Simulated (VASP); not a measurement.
Fe, 1 atom in the cell. The structure is orthorhombic, space group Immm (No. 71). Conventional cell: a = 2.832 Å, b = 2.935 Å, c = 2.964 Å, α = 90.00°, β = 90.00°, γ = 90.00°. Fe (site symmetry mmm) has 14 Fe at 2.52 to 2.96 Å within 3.3 Å.  This cell differs from its parent crystal: normal strain along x +0.0367, normal strain along z +0.0467.

- Program: VASP 6.6.1
- Task: single point
- Functional: PBE
- Potentials or basis: VASP PAW PBE potentials, release 64 (Fe_sv)
- Cutoff: 600 eV
- k mesh: 10 × 10 × 10
- Occupations: gaussian, width 0.15 eV
- Spin: collinear spin, ferromagnetic start
- Starting moments: [2.44] μB
- Dipole correction: no
- Second run: valence_matched
- Further INCAR settings: ALGO = Normal; EDIFF = 1e-06; NBANDS = 18

Potentials or basis: VASP PAW PBE potentials, release 64 (Fe_sv).

The run is started by

```sh
$ cat potpaw_PBE.64/Fe_sv/POTCAR > POTCAR
$ mpirun -np 1 vasp_std > vasp.out
```

Hardware: 1 thread of Intel(R) Xeon(R) 6975P-C (Granite Rapids) (shared host).

How long does it take, and how much memory?

It took 39 s on 1 thread of Intel(R) Xeon(R) 6975P-C (Granite Rapids), on a shared host, peak memory 0.18 GiB. Counts: scf iterations 13, k points 171.
